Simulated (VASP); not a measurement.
## BP: single point with r2SCAN

The system is BP.

```
CELL_PARAMETERS angstrom
0.00000 2.38812 2.26900
2.26900 0.00000 2.26900
2.26900 2.38812 0.00000
ATOMIC_POSITIONS crystal
B 0.00000 0.00000 0.00000
P 0.75000 0.75000 0.75000
```

This cell differs from its parent crystal: strain +0.0525 x Voigt [0, 1, 0, 0, 0, 0].

```json
{
  "Program": "VASP 6.6.1",
  "Task": "single point",
  "Functional": "r2SCAN",
  "Potentials or basis": "VASP PAW PBE potentials, release 64 (B, P)",
  "Cutoff": "520 eV",
  "k mesh": "10 × 10 × 10",
  "Occupations": "gaussian, width 0.05 eV",
  "Spin": "no spin polarisation",
  "Dipole correction": "no",
  "Further INCAR settings": "ALGO = Normal; EDIFF = 1e-07; NBANDS = 11"
}
```

| Item | Value |
| --- | --- |
| Pressure | -8.5 GPa |
| Band gap on the k mesh | 1.11 eV (least direct gap 3.30 eV) |

Stress tensor (GPa, compression positive):
```
 -3.45   0.00   0.00
  0.00 -18.47   0.00
  0.00   0.00  -3.45
```

Levels at points of the mesh, in eV from the valence-band top:
```tsv
k point	band 1	band 2	band 3	band 4	band 5	band 6	band 7	band 8	band 9
(0.00, 0.00, 0.00)	-15.98	-0.55	0.00	0.00	3.30	3.30	3.61	6.96	11.57
(0.50, 0.00, 0.00)	-12.68	-9.31	-2.32	-1.64	3.34	4.88	5.06	10.56	14.65
(0.50, 0.50, 0.00)	-10.93	-8.89	-4.55	-4.45	1.27	1.54	11.76	12.78	15.32
(0.50, 0.00, 0.50)	-11.42	-9.33	-3.97	-3.97	1.85	2.26	12.36	12.36	15.16
```

Wall time 64 s on 1 thread of Intel(R) Xeon(R) Platinum 8488C (Sapphire Rapids), on a shared host, peak memory 0.15 GiB.

Caveat: the cell differs from its parent crystal (strain +0.0525 x Voigt [0, 1, 0, 0, 0, 0]); the cell stands under tension; the PAW data sets were made with another functional, which shifts forces and pressure a little. A k mesh can miss the band edges.
